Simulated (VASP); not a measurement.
Runs of VASP 6.6.1 on Ag. The structure is that of space group P6_3/mmc (No. 194), or close to it. The cells are those of the table. This isn't the form of Ag at room conditions, which is fcc.

| cell | k mesh | further INCAR settings | gap on the mesh (eV) | pressure (GPa) |
| --- | --- | --- | --- | --- |
| a = 2.867, b = 2.867, c = 9.365 Å, angles 90.0, 90.0, 120.0°, 4 atoms | 24 × 24 × 6 | ALGO = Fast; EDIFF = 1e-07; NBANDS = 30 | none | -0.3 |
| a = 2.867, b = 2.867, c = 9.365 Å, angles 90.0, 90.0, 120.0°, 4 atoms | 18 × 18 × 6 | ALGO = Fast; EDIFF = 1e-06; NBANDS = 30 | none | -0.3 |
| a = 2.802, b = 2.802, c = 9.154 Å, angles 90.0, 90.0, 120.0°, 4 atoms | 18 × 18 × 6 | ALGO = Fast; EDIFF = 1e-06; NBANDS = 30 | none | (a) |
| a = 2.867, b = 2.867, c = 9.367 Å, angles 90.6, 88.9, 120.0°, 4 atoms | 24 × 24 × 6 | ALGO = Fast; EDIFF = 1e-06; NBANDS = 30 | none | -0.2 |

Alike in all rows: task single point; level PBEsol; potentials or basis VASP PAW PBE potentials, release 64 (Ag); no spin polarisation; cutoff (eV) 520; smearing gaussian 0.1 eV.

Task: Fill in the values left out.

Result: (a) 9.6.

Caveats: the PAW data sets were made with another functional, which shifts forces and pressure a little; the cell stands under pressure (at least some runs).

A k mesh can miss the band edges, and the runs leave out spin-orbit coupling on Ag.

A gap of «none» marks levels without a gap at the run's occupations.
